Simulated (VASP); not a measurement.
Input of a VASP 6.6.1 run:

File INCAR:

```
ALGO = Normal
EDIFF = 1E-6
ENCUT = 520
GGA = PE
ISIF = 2
ISMEAR = 0
LASPH = T
LCHARG = T
LELF = T
LREAL = F
LVHAR = T
LWAVE = F
NBANDS = 28
NELM = 60
PREC = Accurate
SIGMA = 0.02
```

Contents of KPOINTS:

```
k-points
0
Gamma
  8 6 6
```

Contents of POSCAR:

```
SnO
1.0
    3.4893394002      0.0092598138      0.0000000000
    0.0156605270      5.8788256723      0.0000000000
    0.0000000000      0.0000000000      4.4459877282
Sn O
2 2
Direct
    0.0023577507      0.2376603204      0.5045370139
    0.4976422493      0.7623396796      0.0045370139
   -0.0095965051      0.8998747645      0.7454639861
    0.5095965051      0.1001252355      0.2454639861
```

Potentials or basis: VASP PAW PBE potentials, release 64 (Sn_d, O).

Command:

```bash
$ cat potpaw_PBE.64/Sn_d/POTCAR potpaw_PBE.64/O/POTCAR > POTCAR
$ mpirun -np 1 vasp_std > vasp.out
```

(1) Predict the pressure.

(2) Estimate the largest force.

(3) What does it give for the band gap on the k mesh?

Results:

(1) -7.0 GPa.

(2) 1.744 eV/Å.

(3) 1.48 eV (least direct gap 2.20 eV).

Caveat: the cell differs from its parent crystal (strained and its atoms moved); the cell stands under tension; spin-orbit coupling is left out, which moves the levels of the heavy elements; forces of over 1 eV/Å act on the atoms, so gaps and moduli don't describe the material at rest.
